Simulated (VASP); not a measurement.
Here is a VASP 6.6.1 calculation.

Contents of POSCAR:

```
P
1.0
    2.4434400669      0.0000000000      0.0000000000
    0.0000000000      2.4434400669      0.0000000000
    0.0000000000      0.0000000000      2.4129732332
P
1
Direct
    0.0000000000      0.0000000000      0.0000000000
```

File INCAR.step1:

```
PREC = Accurate ; ENCUT = 520
ISMEAR = 0 ; SIGMA = 0.1
LREAL = F ; LASPH = T
NELM = 80 ; NBANDS = 8
GGA = PE ; ALGO = Normal
EDIFF = 1E-4 ; LWAVE = T
LCHARG = F
```

The input INCAR.step2:

```
PREC = Accurate ; ENCUT = 520
EDIFF = 1E-7 ; ISMEAR = 0
SIGMA = 0.1 ; LREAL = F
LASPH = T ; NELM = 80
ALGO = Normal ; ISIF = 2
LWAVE = F ; LCHARG = F
METAGGA = R2SCAN ; LMIXTAU = T
NBANDS = 8 ; ISTART = 1
```

File KPOINTS:

```
regular mesh
0
Gamma
  22 22 22
```

Potentials or basis: VASP PAW PBE potentials, release 64 (P).

Launch:

```sh
$ cat potpaw_PBE.64/P/POTCAR > POTCAR
$ cp INCAR.step1 INCAR
$ mpirun -np 1 vasp_std > vasp.out
$ cp INCAR.step2 INCAR
$ mpirun -np 1 vasp_std > vasp.out
```

Q: Predict the pressure.

A: 0.0 GPa.

Q: What does it give for the band gap on the k mesh?

A: Zero (an odd number of electrons rules out a gap without spin polarisation).

Stress tensor (GPa, compression positive):
```
-1.24  0.00  0.00
 0.00 -1.24  0.00
 0.00  0.00  2.40
```

Caveat: the cell differs from its parent crystal (uniaxial strain along c: -1.0 %); the PAW data sets were made with another functional, which shifts forces and pressure a little; an odd number of electrons without spin polarisation forces a metal; a magnetic or distorted state may lie lower.
